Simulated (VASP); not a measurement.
# Pb (Fm-3m) in VASP: notebook

The runs below take Pb through single point, with LDA.

Program: VASP 6.6.1. These are calculated values, not measurements. Logs are shortened: lines on timing, memory, paths and dates and some standing lists are left out, and cuts for length are marked.

### 1 The cell of the first run

The structure is cubic, space group Fm-3m (No. 225). The conventional cell has a = 3.683 Å, b = 3.683 Å, c = 3.683 Å, α = 90.00°, β = 90.00°, γ = 90.00°. Pb (site symmetry m-3m) has 12 Pb at 2.60 Å within 3.4 Å.

### 2 Single point, LDA (12.49 Å³/atom)

File INCAR:

```
PREC = Accurate
ENCUT = 500
EDIFF = 1E-6
ISMEAR = -1
SIGMA = 0.05
LREAL = F
LASPH = T
NELM = 120
ALGO = Normal
ISIF = 2
LWAVE = F
LCHARG = T
GGA = CA
LELF = T
LVHAR = T
NBANDS = 13
GGA_COMPAT = F
```

File KPOINTS:

```
Automatic mesh
0
Gamma
  15 15 15
```

File POSCAR:

```
Pb
1.0
    0.0000000000      1.8415115593      1.8415115593
    1.8415115593      0.0000000000      1.8415115593
    1.8415115593      1.8415115593      0.0000000000
Pb
1
Direct
    0.0000000000      0.0000000000      0.0000000000
```

Potentials or basis: VASP PAW LDA potentials, release 64 (Pb_d).

Launch:

```
> cat potpaw_LDA.64/Pb_d/POTCAR > POTCAR
> mpirun -np 1 vasp_std > vasp.out
```

OUTCAR:

```text
PREC = Accurate
   ENCUT = 500
   EDIFF = 1E-6
   ISMEAR = -1
   LREAL = F
   LASPH = T
   NELM = 120
   ISIF = 2
   GGA = CA

 ion  position               nearest neighbor table
   1  0.000  0.000  0.000-

  LATTYP: Found a face centered cubic cell.
 ALAT       =     3.6830231186

  Lattice vectors:

 A1 = (   0.0000000000,   1.8415115593,   1.8415115593)
 A2 = (   1.8415115593,   0.0000000000,   1.8415115593)
 A3 = (   1.8415115593,   1.8415115593,   0.0000000000)

Analysis of symmetry for initial positions (statically):
=====================================================================
 Subroutine PRICEL returns:
 Original cell was already a primitive cell.

 Routine SETGRP: Setting up the symmetry group for a
 face centered cubic supercell.

 Subroutine GETGRP returns: Found 48 space group operations
 (whereof 48 operations were pure point group operations)
 out of a pool of 48 trial point group operations.

The static configuration has the point symmetry O_h .

Analysis of symmetry for dynamics (positions and initial velocities):
=====================================================================
 Subroutine PRICEL returns:
 Original cell was already a primitive cell.

 Routine SETGRP: Setting up the symmetry group for a
 face centered cubic supercell.

 Subroutine GETGRP returns: Found 48 space group operations
 (whereof 48 operations were pure point group operations)
 out of a pool of 48 trial point group operations.

The dynamic configuration has the point symmetry O_h .

 Subroutine INISYM returns: Found 48 space group operations
 (whereof 48 operations are pure point group operations),
 and found     1 'primitive' translations

----------------------------------------------------------------------------------------

                                     Primitive cell

  volume of cell :      12.4897

  direct lattice vectors                    reciprocal lattice vectors
     0.000000000  1.841511559  1.841511559    -0.271516080  0.271516080  0.271516080
     1.841511559  0.000000000  1.841511559     0.271516080 -0.271516080  0.271516080
     1.841511559  1.841511559  0.000000000     0.271516080  0.271516080 -0.271516080

  length of vectors
     2.604290622  2.604290622  2.604290622     0.470279646  0.470279646  0.470279646

  position of ions in fractional coordinates (direct lattice)
     0.000000000  0.000000000  0.000000000

  ion indices of the primitive-cell ions
   primitive index   ion index
                 1           1

----------------------------------------------------------------------------------------

 KPOINTS: Automatic mesh

Automatic generation of k-mesh.
 Grid dimensions read from file:
 generate k-points for:   15   15   15

 Generating k-lattice:

  Cartesian coordinates                     Fractional coordinates (reciprocal lattice)
    -0.018101072  0.018101072  0.018101072     0.066666667  0.000000000  0.000000000
     0.018101072 -0.018101072  0.018101072     0.000000000  0.066666667  0.000000000
     0.018101072  0.018101072 -0.018101072     0.000000000  0.000000000  0.066666667

  Length of vectors
     0.031351976  0.031351976  0.031351976

  Shift w.r.t. Gamma in fractional coordinates (k-lattice)
     0.000000000  0.000000000  0.000000000

 Subroutine IBZKPT returns following result:
 ===========================================

 Found    120 irreducible k-points:

 Following reciprocal coordinates:
            Coordinates               Weight
  0.000000  0.000000  0.000000      1.000000
  0.066667  0.000000  0.000000      8.000000
  0.133333  0.000000  0.000000      8.000000
  0.200000  0.000000  0.000000      8.000000
  0.266667  0.000000  0.000000      8.000000
  0.333333  0.000000  0.000000      8.000000
[... 16 lines left out ...]
  0.133333  0.133333  0.000000      6.000000
  0.200000  0.133333  0.000000     24.000000
 [... further k-points ...]
   k-points           NKPTS =    120   k-points in BZ     NKDIM =    120   number of bands    NBANDS=     13
   number of dos      NEDOS =    301   number of ions     NIONS =      1
   total plane-waves  NPLWV =   8000
   dimension x,y,z NGX =    20 NGY =   20 NGZ =   20
   dimension x,y,z NGXF=    40 NGYF=   40 NGZF=   40
   ions per type =               1
   NGX,Y,Z   is equivalent  to a cutoff of  12.77, 12.77, 12.77 a.u.
   NGXF,Y,Z  is equivalent  to a cutoff of  25.53, 25.53, 25.53 a.u.
 SYSTEM =  unknown system
   PREC   = accura    normal or accurate (medium, high low for compatibility)
   ISTART =      0    job   : 0-new  1-cont  2-samecut
   ICHARG =      2    charge: 1-file 2-atom 10-const
   ISPIN  =      1    spin polarized calculation?
   LNONCOLLINEAR =      F non collinear calculations
   LSORBIT =      F    spin-orbit coupling
   LASPH  =      T    aspherical Exc in radial PAW
   ENCUT  =  500.0 eV  36.75 Ry    6.06 a.u.   4.75  4.75  4.75*2*pi/ulx,y,z
   NELM   =    120;   NELMIN=  2; NELMDL= -5     # of ELM steps
   EDIFF  = 0.1E-05   stopping-criterion for ELM
   LREAL  =      F    real-space projection
   EDIFFG = 0.1E-04   stopping-criterion for IOM
   NSW    =      0    number of steps for IOM
   IBRION =     -1    ionic relax: 0-MD 1-quasi-New 2-CG
   NFREE  =      0    steps in history (QN), initial steepest desc. (CG)
   ISIF   =      2    stress and relaxation
   ISYM   =      2    0-nonsym 1-usesym 2-fastsym
   POTIM  = 0.5000    time-step for ionic-motion
   TEBEG  =    0.0;   TEEND  =   0.0 temperature during run
   PSTRESS=    0.0 pullay stress
   NELECT =      14.0000    total number of electrons
   NUPDOWN=      -1.0000    fix difference up-down
   EMIN   =  10.00;   EMAX   =-10.00  energy-range for DOS
   EFERMI =   0.00;   METHOD = LEGACY
   ISMEAR =    -1;   SIGMA  =   0.05  broadening in eV -4-tet -1-fermi 0-gaus
   EFERMI_NEDOS =   21; number of points for ismear=-14 and -15
   IALGO  =     38    algorithm
   IMIX   =      4    mixing-type and parameters
     AMIX     =   0.40;   BMIX     =  1.00
     AMIX_MAG =   1.60;   BMIX_MAG =  1.00
  volume/ion in A,a.u.               =      12.49        84.28
  Fermi-wavevector in a.u.,A,eV,Ry     =   1.700590  3.213650 39.348155  2.892008
  Thomas-Fermi vector in A             =   2.780698
   LORBIT       =      0    0 simple, 1 ext, 2 COOP (PROOUT), +10 PAW based schemes
   GGA     = CA    functional components
   LHFCALC =     F    Hartree Fock is set to
   AEXX    =    0.0000 exact exchange contribution
   IVDW    =     0    specifies the selected vdW correction
   LEPSILON=     F    determine dielectric tensor
   LRPA    =     F    only Hartree local field effects (RPA)
 non-spin polarized calculation
  energy-cutoff  :      500.00
  volume of cell :       12.49
 maximum number of plane-waves:       331
   NGX =  9   NGY =  9   NGZ =  9

 number of electron      13.9999998 magnetization

 Free energy of the ion-electron system (eV)
  ---------------------------------------------------
  ext. energy  EPLUGINS =         0.00000000
  ---------------------------------------------------
  free energy    TOTEN  =         3.85272901 eV

  energy without entropy =        3.85528029  energy(sigma->0) =        3.85400465

 E-fermi :  24.1432     XC(G=0): -15.4504

 val. band max:       24.0675566967   @ k =  -0.4000   0.2667   0.0000
 cond. band min:      24.1780859063   @ k =   0.4667   0.3333   0.1333
 fundamental gap:      0.1105292096
 Fermi energy:        24.1432094377

 k-point     1 :       0.0000    0.0000    0.0000
  band No.  band energies     occupation
      1       1.0718      2.00000
      2       2.7876      2.00000
      3       2.7876      2.00000
      4       2.7876      2.00000
      5       4.2597      2.00000
      6       4.2597      2.00000
      7      30.4267      0.00000
      8      35.5035      0.00000
      9      35.5035      0.00000
     10      35.5035      0.00000
     11      42.7982      0.00000
     12      45.8494      0.00000
     13      45.8494      0.00000

 k-point     2 :       0.0667    0.0000    0.0000
  band No.  band energies     occupation
      1       1.2586      2.00000
      2       2.7607      2.00000
      3       2.8430      2.00000
      4       2.8430      2.00000
      5       4.2421      2.00000
      6       4.2421      2.00000
      7      30.5994      0.00000
      8      34.4263      0.00000
      9      35.7090      0.00000
     10      35.7090      0.00000
     11      43.3008      0.00000
     12      44.7202      0.00000
     13      45.0493      0.00000

 k-point     3 :       0.1333    0.0000    0.0000
  band No.  band energies     occupation
      1       1.6885      2.00000
      2       2.8233      2.00000
      3       2.9772      2.00000
      4       2.9772      2.00000
      5       4.2214      2.00000
      6       4.2214      2.00000
      7      30.7572      0.00000
      8      32.3514      0.00000
      9      36.2741      0.00000
     10      36.2741      0.00000
     11      41.1594      0.00000
     12      43.2083      0.00000
     13      43.2083      0.00000
[... 305 lines left out ...]
 k-point    23 :       0.1333    0.1333    0.0000
  band No.  band energies     occupation
      1       2.0001      2.00000
      2       2.4369      2.00000
      3       3.1843      2.00000
      4       3.1843      2.00000
      5       3.9851      2.00000
      6       4.4391      2.00000
      7      31.3630      0.00000
      8      33.7008      0.00000
      9      34.4610      0.00000
     10      34.4610      0.00000
     11      42.0841      0.00000
     12      42.6110      0.00000
     13      42.6110      0.00000

 k-point    24 :       0.2000    0.1333    0.0000
  band No.  band energies     occupation
      1       2.2239      2.00000
      2       2.4647      2.00000
      3       3.3381      2.00000
      4       3.3734      2.00000
      5       4.1848      2.00000
      6       4.5457      2.00000
      7      31.0492      0.00000
      8      32.2281      0.00000
      9      33.7948      0.00000
     10      35.0826      0.00000
     11      39.5833      0.00000
     12      42.2383      0.00000
     13      42.6890      0.00000

 [... further k-points ...]
[... 5 lines left out ...]
  --------------------------------------------------------------------------------------
  -------------------------------------------------------------------------------------
  Total       27.8730856     27.8730856     27.8730856     -0.0000000      0.0000000     -0.0000000
  in kB     3575.5453286   3575.5453286   3575.5453286     -0.0000000      0.0000000     -0.0000000
  external PRESSURE =    3575.5453286 kB  Pullay stress =       0.0000000 kB

 VOLUME and BASIS-vectors are now :
 -----------------------------------------------------------------------------
  energy-cutoff  :      500.00
  volume of cell :       12.49
      direct lattice vectors                 reciprocal lattice vectors
     0.000000000  1.841511559  1.841511559    -0.271516080  0.271516080  0.271516080
     1.841511559  0.000000000  1.841511559     0.271516080 -0.271516080  0.271516080
     1.841511559  1.841511559  0.000000000     0.271516080  0.271516080 -0.271516080

 POSITION                                       TOTAL-FORCE (eV/Angst)
 -----------------------------------------------------------------------------------
      0.00000      0.00000      0.00000        -0.000000      0.000000     -0.000000
 -----------------------------------------------------------------------------------
    total drift:                                0.000000      0.000000      0.000000

  FREE ENERGIE OF THE ION-ELECTRON SYSTEM (eV)
  ---------------------------------------------------
  free  energy   TOTEN  =         3.8527290063 eV

  energy  without entropy=        3.8552802885  energy(sigma->0) =        3.85400465
```

It took 6.9 s on 1 thread of Intel Xeon 6975P-C (Granite Rapids), shared host; peak memory 0.13 GiB.

Results:

```
Free energy            : 3.8527 eV
Pressure               : 357.6 GPa
Band gap on the k mesh : zero (bands 7 and 8 overlap by 11.72 eV)
```

Caveat: the cell stands under pressure; spin-orbit coupling is left out, which moves the levels of the heavy elements.

### 3 Single point, LDA (12.49 Å³/atom)

File INCAR:

```
  PREC = Accurate
  ENCUT = 500
  EDIFF = 1E-6
  ISMEAR = -1
  SIGMA = 0.05
  LREAL = F
  LASPH = T
  NELM = 120
  ALGO = Normal
  ISIF = 2
  LWAVE = F
  LCHARG = F
  NBANDS = 13
  GGA_COMPAT = F
```

File KPOINTS:

```
regular mesh
0
Gamma
  15 15 15
```

POSCAR is that of step 2.

Potentials or basis: VASP PAW LDA potentials, release 64 (Pb_d).

Launch:

```
> cat potpaw_LDA.64/Pb_d/POTCAR > POTCAR
> mpirun -np 1 vasp_std > vasp.out
```

Wall time 6.9 s (1 thread of Intel Xeon 6975P-C (Granite Rapids), shared host); peak memory 0.13 GiB.

Results (log left out):

| Property | Result |
| --- | --- |
| Free energy | 3.8527 eV |
| Pressure | 357.6 GPa |
| Band gap on the k mesh | zero (bands 7 and 8 overlap by 11.72 eV) |

Levels at points of the mesh, in eV from the Fermi level:
```csv
k point,band 5,band 6,band 7,band 8,band 9,band 10
"(0.00, 0.00, 0.00)",-19.88,-19.88,6.28,11.36,11.36,11.36
```

Caveat: the cell stands under pressure; spin-orbit coupling is left out, which moves the levels of the heavy elements.

### 4 Single point, LDA (14.52 Å³/atom)

This run uses another cell than the first one, of 14.52 Å³/atom.

File INCAR:

```
SYSTEM = Pb
PREC = Accurate
ENCUT = 500
EDIFF = 1E-6
ISMEAR = -1
SIGMA = 0.05
LREAL = .FALSE.
LASPH = .TRUE.
NELM = 120
ALGO = Normal
ISIF = 2
LWAVE = .FALSE.
LCHARG = .FALSE.
NBANDS = 13
GGA_COMPAT = .FALSE.
```

File KPOINTS:

```
Automatic mesh
0
G
  15 15 15
  0 0 0
```

File POSCAR:

```
Pb
1.0
    0.0000000000      1.9364589671      1.9364589671
    1.9364589671      0.0000000000      1.9364589671
    1.9364589671      1.9364589671      0.0000000000
Pb
1
Direct
    0.0000000000      0.0000000000      0.0000000000
```

Potentials or basis: VASP PAW LDA potentials, release 64 (Pb_d).

Launch:

```
> cat potpaw_LDA.64/Pb_d/POTCAR > POTCAR
> mpirun -np 1 vasp_std > vasp.out
```

OUTCAR:

```text
SYSTEM = Pb
   PREC = Accurate
   ENCUT = 500
   EDIFF = 1E-6
   ISMEAR = -1
   LREAL = .FALSE.
   LASPH = .TRUE.
   NELM = 120
   ISIF = 2

 ion  position               nearest neighbor table
   1  0.000  0.000  0.000-

  LATTYP: Found a face centered cubic cell.
 ALAT       =     3.8729179342

  Lattice vectors:

 A1 = (   0.0000000000,   1.9364589671,   1.9364589671)
 A2 = (   1.9364589671,   0.0000000000,   1.9364589671)
 A3 = (   1.9364589671,   1.9364589671,   0.0000000000)

Analysis of symmetry for initial positions (statically):
=====================================================================
 Subroutine PRICEL returns:
 Original cell was already a primitive cell.

 Routine SETGRP: Setting up the symmetry group for a
 face centered cubic supercell.

 Subroutine GETGRP returns: Found 48 space group operations
 (whereof 48 operations were pure point group operations)
 out of a pool of 48 trial point group operations.

The static configuration has the point symmetry O_h .

Analysis of symmetry for dynamics (positions and initial velocities):
=====================================================================
 Subroutine PRICEL returns:
 Original cell was already a primitive cell.

 Routine SETGRP: Setting up the symmetry group for a
 face centered cubic supercell.

 Subroutine GETGRP returns: Found 48 space group operations
 (whereof 48 operations were pure point group operations)
 out of a pool of 48 trial point group operations.

The dynamic configuration has the point symmetry O_h .

 Subroutine INISYM returns: Found 48 space group operations
 (whereof 48 operations are pure point group operations),
 and found     1 'primitive' translations

----------------------------------------------------------------------------------------

                                     Primitive cell
[... 107 lines left out ...]
   IMIX   =      4    mixing-type and parameters
     AMIX     =   0.40;   BMIX     =  1.00
     AMIX_MAG =   1.60;   BMIX_MAG =  1.00
  volume/ion in A,a.u.               =      14.52        98.01
  Fermi-wavevector in a.u.,A,eV,Ry     =   1.617208  3.056080 35.584156  2.615362
  Thomas-Fermi vector in A             =   2.711670
   LORBIT       =      0    0 simple, 1 ext, 2 COOP (PROOUT), +10 PAW based schemes
   GGA     = CA    functional components
   LHFCALC =     F    Hartree Fock is set to
   AEXX    =    0.0000 exact exchange contribution
   IVDW    =     0    specifies the selected vdW correction
   LEPSILON=     F    determine dielectric tensor
   LRPA    =     F    only Hartree local field effects (RPA)
 non-spin polarized calculation
  energy-cutoff  :      500.00
  volume of cell :       14.52
 maximum number of plane-waves:       378
   NGX =  9   NGY =  9   NGZ =  9

 number of electron      13.9999995 magnetization

 Free energy of the ion-electron system (eV)
  ---------------------------------------------------
  ext. energy  EPLUGINS =         0.00000000
  ---------------------------------------------------
  free energy    TOTEN  =         0.40472193 eV

  energy without entropy =        0.40744487  energy(sigma->0) =        0.40608340

 E-fermi :  20.0065     XC(G=0): -14.4918

 val. band max:       19.9456236214   @ k =   0.4667   0.3333   0.1333
 cond. band min:      20.0447887610   @ k =  -0.4667   0.4000   0.0667
 fundamental gap:      0.0991651396
 Fermi energy:        20.0064668501

 k-point     1 :       0.0000    0.0000    0.0000
  band No.  band energies     occupation
      1      -0.3121      2.00000
      2       0.0545      2.00000
      3       0.0545      2.00000
      4       0.0545      2.00000
      5       1.0964      2.00000
      6       1.0964      2.00000
      7      27.6477      0.00000
      8      31.5660      0.00000
      9      31.5660      0.00000
     10      31.5660      0.00000
     11      38.2271      0.00000
     12      39.6377      0.00000
     13      39.6377      0.00000
[... 354 lines left out ...]
  band No.  band energies     occupation
      1      -0.2914      2.00000
      2       0.3418      2.00000
      3       0.4763      2.00000
      4       0.4864      2.00000
      5       1.3052      2.00000
      6       1.6269      2.00000
      7      26.7759      0.00000
      8      28.6609      0.00000
      9      29.0288      0.00000
     10      30.9217      0.00000
     11      33.4050      0.00000
     12      37.7805      0.00000
     13      37.8748      0.00000

 [... further k-points ...]
[... 5 lines left out ...]
  --------------------------------------------------------------------------------------
  -------------------------------------------------------------------------------------
  Total       18.3199652     18.3199652     18.3199652      0.0000000     -0.0000000      0.0000000
  in kB     2021.0652525   2021.0652525   2021.0652525      0.0000000     -0.0000000      0.0000000
  external PRESSURE =    2021.0652525 kB  Pullay stress =       0.0000000 kB

 VOLUME and BASIS-vectors are now :
 -----------------------------------------------------------------------------
  energy-cutoff  :      500.00
  volume of cell :       14.52
      direct lattice vectors                 reciprocal lattice vectors
     0.000000000  1.936458967  1.936458967    -0.258203251  0.258203251  0.258203251
     1.936458967  0.000000000  1.936458967     0.258203251 -0.258203251  0.258203251
     1.936458967  1.936458967  0.000000000     0.258203251  0.258203251 -0.258203251

 POSITION                                       TOTAL-FORCE (eV/Angst)
 -----------------------------------------------------------------------------------
      0.00000      0.00000      0.00000         0.000000      0.000000     -0.000000
 -----------------------------------------------------------------------------------
    total drift:                                0.000000      0.000000      0.000000

  FREE ENERGIE OF THE ION-ELECTRON SYSTEM (eV)
  ---------------------------------------------------
  free  energy   TOTEN  =         0.4047219332 eV

  energy  without entropy=        0.4074448749  energy(sigma->0) =        0.40608340
```

stdout:

```text
POSCAR found type information on POSCAR Pb
 POSCAR found :  1 types and       1 ions
 scaLAPACK will be used
 LDA part: xc-table for (Slater(with rela. corr.)+CA(PZ))
 , standard interpolation
 POSCAR, INCAR and KPOINTS ok, starting setup
 FFT: planning ... GRIDC
 FFT: planning ... GRID_SOFT
 FFT: planning ... GRID
 WAVECAR not read
 entering main loop
```

Wall time 6.8 s (1 thread of Intel Xeon 6975P-C (Granite Rapids), shared host); peak memory 0.13 GiB.

Results:

```
Free energy            : 0.4047 eV
Pressure               : 202.1 GPa
Band gap on the k mesh : zero (bands 7 and 8 overlap by 11.34 eV)
```

Levels at points of the mesh, in eV from the Fermi level:
| k point | band 4 | band 5 | band 6 | band 7 | band 8 | band 9 | band 10 | band 11 |
| --- | --- | --- | --- | --- | --- | --- | --- | --- |
| (0.00, 0.00, 0.00) | -19.95 | -18.91 | -18.91 | 7.64 | 11.56 | 11.56 | 11.56 | 18.22 |

Caveat: the cell stands under pressure; spin-orbit coupling is left out, which moves the levels of the heavy elements.
